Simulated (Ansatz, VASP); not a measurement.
**One calculation of MgS, two programs**

The input INCAR:

```
SYSTEM = MgS
  ALGO = Normal
  EDIFF = 1E-8
  ENCUT = 520
  GGA = PS
  ISIF = 2
  ISMEAR = -1
  LASPH = .TRUE.
  LCHARG = .FALSE.
  LEFG = .TRUE.
  LREAL = .FALSE.
  LWAVE = .FALSE.
  NBANDS = 11
  NELM = 60
  PREC = Accurate
  SIGMA = 0.03
```

File KPOINTS:

```
k-points
0
G
  10 10 10
  0 0 0
```

Contents of POSCAR:

```
MgS
1.0
    0.0000000000      2.6276665000      2.6016500000
    2.6276665000      0.0000000000      2.6016500000
    2.6276665000      2.6276665000      0.0000000000
Mg S
1 1
Direct
    0.0000000000      0.0000000000      0.0000000000
    0.5000000000      0.5000000000      0.5000000000
```

Input for Ansatz:

```yaml
crystal:
  lattice:
    - [0.0, 2.6276665, 2.60165]
    - [2.6276665, 0.0, 2.60165]
    - [2.6276665, 2.6276665, 0.0]
  atoms:
    - { symbol: Mg, position: [0.0, 0.0, 0.0] }
    - { symbol: S, position: [0.5, 0.5, 0.5] }
kpoints:
  mp_grid: { grid: [10, 10, 10] }
scf:
  occupations: { method: fermi_dirac, width: 0.03 }
hamiltonian:
  xc: pbesol
  pseudopotentials: { kind: all_electron, datasets: crystal }
output:
  forces: true
  stress: true
  eigenvalues: true
  efg: { contact_densities: true }
```

Change from the starting cell: equal xx and yy strain of +1 %, crystal datasets.

Alike in both runs: task electric field gradients; functional PBEsol; k mesh 10 × 10 × 10; occupations fermi-dirac, width 0.03 eV; no spin polarisation.

|  | VASP | Ansatz |
| --- | --- | --- |
| version | VASP 6.6.1 | Ansatz 0.2.0 |
| potentials or method | VASP PAW PBE potentials, release 64 (Mg, S), cutoff 520 eV | all-electron PAW with datasets made for the crystal, scalar-relativistic |

Ansatz gave:

| Property | Result |
| --- | --- |
| gap on the k mesh at the Fermi level (eV) | 2.62 |
| pressure (GPa) | -2.4 |
| traceless stress, the component that is largest in VASP (GPa) | 0.63 |
| size of Vzz on the site where it differs most (V/Å²) | 0.5 |

**Question.** Estimate VASP's values.

**Answer.** gap on the k mesh at the Fermi level (eV): 2.62; pressure (GPa): -2.5; traceless stress, the component that is largest in VASP (GPa): 0.62; size of Vzz on the site where it differs most (V/Å²): 0.7.

VASP's potentials were made for PBE, not for PBEsol. Ansatz ran all-electron here, and VASP with PAW potentials.
